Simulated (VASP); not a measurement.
Wanted: the native input for a VASP 6.6.1 run.

```
Task                   : single point
Functional             : PBE
Potentials or basis    : VASP PAW PBE potentials, release 64 (Br, K_sv)
Cutoff                 : 520 eV
k mesh                 : 7 × 7 × 7
Occupations            : fermi-dirac, width 0.05 eV
Spin                   : no spin polarisation
Dipole correction      : no
Further INCAR settings : ALGO = Normal; EDIFF = 1e-06; NBANDS = 15
```

The structure of KBr lies in POSCAR:

```
KBr
1.0
    0.0000000000      3.3504376204      3.3504376204
    3.3504376204      0.0000000000      3.3504376204
    3.3504376204      3.3504376204      0.0000000000
Br K
1 1
Direct
    0.5000000000      0.5000000000      0.5000000000
    0.0000000000      0.0000000000      0.0000000000
```

The input as run:

INCAR

```
  PREC = Accurate
  ENCUT = 520
  EDIFF = 1E-6
  ISMEAR = -1
  SIGMA = 0.05
  LREAL = False
  LASPH = True
  NELM = 80
  ALGO = Normal
  ISIF = 2
  LWAVE = False
  LCHARG = False
  GGA = PE
  NBANDS = 15
```

KPOINTS

```
regular mesh
0
Gamma
  7 7 7
```

Potentials or basis: VASP PAW PBE potentials, release 64 (Br, K_sv).

Command:

```sh
$ cat potpaw_PBE.64/Br/POTCAR potpaw_PBE.64/K_sv/POTCAR > POTCAR
$ mpirun -np 1 vasp_std > vasp.out
```

Results of the run:

```
Pressure               : 0.1 GPa
Band gap on the k mesh : 4.31 eV
```

Caveat: an odd mesh through Γ misses points on the zone boundary, where band edges can lie.

Wall time 54 s on 1 thread of AMD EPYC 7R13, with other jobs on the host, peak memory 0.18 GiB.
